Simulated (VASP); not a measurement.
Write the native input for VASP 6.6.1 that does the following.

```yaml
Task: single point
Functional: PBE
Potentials_or_basis: VASP PAW PBE potentials, release 64 (W_sv)
Cutoff: 520 eV
k_mesh: 16 × 16 × 16
Occupations: fermi-dirac, width 0.1 eV
Spin: no spin polarisation
Dipole_correction: no
Further_INCAR_settings: ALGO = Normal; EDIFF = 1e-07; NBANDS = 13
```

The structure of W lies in POSCAR:

```
W
1.0
    2.4887130555      0.0000000000      0.0000000000
    0.0000000000      2.4887130555      0.0000000000
    0.0000000000      0.0000000000      2.4887130555
W
1
Direct
    0.0000000000      0.0000000000      0.0000000000
```

This cell differs from its parent crystal: volume scaled by 0.84.

The input as run:

INCAR

```
  PREC = Accurate
  ENCUT = 520
  EDIFF = 1E-7
  ISMEAR = -1
  SIGMA = 0.1
  LREAL = False
  LASPH = True
  NELM = 80
  ALGO = Normal
  ISIF = 2
  LWAVE = False
  LCHARG = True
  GGA = PE
  LELF = True
  LVHAR = True
  NBANDS = 13
```

KPOINTS

```
regular mesh
0
Gamma
  16 16 16
```

Potentials or basis: VASP PAW PBE potentials, release 64 (W_sv).

The run is started by

```sh
$ cat potpaw_PBE.64/W_sv/POTCAR > POTCAR
$ mpirun -np 1 vasp_std > vasp.out
```

Results of the run:

```json
{
 "Pressure": "56.2 GPa",
 "Band gap on the k mesh": "zero (band 7 reaches 14.00 eV, above the bottom of band 8 at 10.26 eV)"
}
```

Caveat: spin-orbit coupling is left out, which moves the levels of the heavy elements.

It took 42 s on 1 thread of Intel Xeon 8259CL (shared host), peak memory 0.15 GiB.
